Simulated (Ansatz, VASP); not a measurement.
Two plane-wave programs on P

```
CELL_PARAMETERS angstrom
1.64774 -5.46504 0.00000
1.64774 5.46504 0.00000
0.00000 0.00000 4.54364
ATOMIC_POSITIONS crystal
P 0.90414 0.09586 0.58882
P 0.09586 0.90414 0.41118
P 0.59586 0.40414 0.08882
P 0.40414 0.59586 0.91118
```

Alike in both runs: task single point; functional PBE-based screened hybrid with a share of 0.25 of exact exchange and HFSCREEN = 0.4; k mesh 4 × 4 × 3; occupations fermi-dirac, width 0.05 eV; no spin polarisation.

|  | VASP | Ansatz |
| --- | --- | --- |
| version | VASP 6.6.1 | Ansatz 0.2.0 |
| potentials or method | VASP PAW PBE potentials, release 64 (P) | Ansatz PAW |
| plane-wave cutoff (eV) | 520 | 420 |
| valence electrons in the cell | 20 | 20 |

|  | VASP | Ansatz | Ansatz less VASP |
| --- | --- | --- | --- |
| gap on the k mesh at the Fermi level (eV) | 0.43 | 0.41 | -0.019 |
| least direct gap on the mesh (eV) | 0.43 | 0.41 | -0.019 |
| pressure (GPa) | 0.0 | 0.5 | +0.56 |
| traceless stress, the component that is largest in VASP (GPa) | 1.26 | 1.32 | +0.064 |
| rms of the force components (eV/Å) | 0.094 | 0.092 | -0.0017 |

VASP's potentials were made for PBE, not for PBE-based screened hybrid. Atom by atom the forces differ by 0.047 eV/Å (rms over components).

The k mesh is coarse, so the values compare programs but aren't converged. Noted on Ansatz's run: odd divisions of the mesh miss points on the zone boundary, where band edges often lie, so the gap on the mesh can be too wide.
